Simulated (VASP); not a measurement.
Set up this calculation in VASP 6.6.1, as the native input.

| Item | Value |
| --- | --- |
| Task | single point |
| Functional | LDA |
| Potentials or basis | VASP PAW LDA potentials, release 64 (Na_pv) |
| Cutoff | 520 eV |
| k mesh | 5 × 5 × 3 |
| Occupations | methfessel-paxton, width 0.05 eV |
| Spin | no spin polarisation |
| Dipole correction | no |
| Further INCAR settings | ALGO = Normal; EDIFF = 1e-06; NBANDS = 14 |

The structure of Na lies in POSCAR:

```
Na
1.0
    2.7902151357      0.0000000000      0.0000000000
   -1.3951075678      2.4163971895      0.0000000000
    0.0000000000      0.0000000000      4.5839441425
Na
2
Direct
    0.3333333333      0.6666666667      0.2500000000
    0.6666666667      0.3333333333      0.7500000000
```

These files were run (other wordings do the same):

INCAR

```
PREC = Accurate
ENCUT = 520
EDIFF = 1E-6
ISMEAR = 1
SIGMA = 0.05
LREAL = False
LASPH = True
NELM = 60
ALGO = Normal
ISIF = 2
LWAVE = False
LCHARG = True
LELF = True
LVHAR = True
NBANDS = 14
```

KPOINTS

```
Automatic mesh
0
Gamma
  5 5 3
```

Potentials or basis: VASP PAW LDA potentials, release 64 (Na_pv).

Run with:

```bash
$ cat potpaw_LDA.64/Na_pv/POTCAR > POTCAR
$ mpirun -np 1 vasp_std > vasp.out
```

Results of the run:

```json
{
 "Pressure": "30.1 GPa",
 "Band gap on the k mesh": "zero (band 7 reaches 5.83 eV, above the bottom of band 8 at 1.93 eV)"
}
```

Caveat: the k points lie up to 0.52 Å⁻¹ apart.

Wall time 7 s on 1 thread of AMD EPYC 7R43 64-Core Processor (Zen 3), on a shared host, peak memory 0.09 GiB.
